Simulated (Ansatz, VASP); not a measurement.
NaHF2 in VASP and in Ansatz

Contents of INCAR:

```
SYSTEM = NaHF2
PREC = Accurate ; ENCUT = 600
EDIFF = 1E-7 ; ISMEAR = 0
SIGMA = 0.01 ; LREAL = .False.
LASPH = .True. ; NELM = 60
ALGO = Normal ; ISIF = 3
LWAVE = .False. ; LCHARG = .False.
GGA = CA ; IBRION = 2
NSW = 80 ; EDIFFG = -0.01
```

Contents of KPOINTS:

```
regular mesh
0
Gamma
  8 8 8
  0 0 0
```

Contents of POSCAR:

```
NaHF2
1.0
    1.7370000000      1.0028600000      4.5833300000
   -1.7370000000      1.0028600000      4.5833300000
    0.0000000000     -2.0057100000      4.5833300000
Na H F
1 1 2
Direct
    0.0000000000      0.0000000000      0.0000000000
    0.5000000000      0.5000000000      0.5000000000
    0.4176000000      0.4176000000      0.4176000000
    0.5824000000      0.5824000000      0.5824000000
```

Input for Ansatz:

```yaml
crystal:
  lattice:
    - [1.737, 1.00286, 4.58333]
    - [-1.737, 1.00286, 4.58333]
    - [0.0, -2.00571, 4.58333]
  atoms:
    - { symbol: Na, position: [0.0, 0.0, 0.0] }
    - { symbol: H, position: [0.5, 0.5, 0.5] }
    - { symbol: F, position: [0.4176, 0.4176, 0.4176] }
    - { symbol: F, position: [0.5824, 0.5824, 0.5824] }
kpoints:
  mp_grid:
    grid: [8, 8, 8]
hamiltonian:
  xc: lda
scf:
  occupations:
    method: fixed
relax:
  cell: {}
```

Alike in both runs: task relaxation of cell and atoms; functional LDA; k mesh 8 × 8 × 8; no spin polarisation.

|  | VASP | Ansatz |
| --- | --- | --- |
| version | VASP 6.6.1 | Ansatz 0.2.0 |
| potentials or method | VASP PAW LDA potentials, release 64 (Na_pv, H, F) | plane waves, PAW |
| plane-wave cutoff (eV) | 600 | 420 |
| occupations | gaussian, width 0.01 eV | fixed |
| valence electrons in the cell | 22 | 24 |

|  | VASP | Ansatz | Ansatz less VASP |
| --- | --- | --- | --- |
| relaxed volume (Å³/atom) | 10.86 | 10.97 | +0.104 |
| relaxed cell length with the largest relative difference (Å) | 4.929 | 4.915 | -0.0137 |

LDA's correlation is that of Perdew and Zunger in VASP and of Perdew and Wang (1992) in Ansatz. VASP's potentials hold 22 valence electrons a cell and Ansatz's 24, so a difference there can come from the potentials and not from the codes.
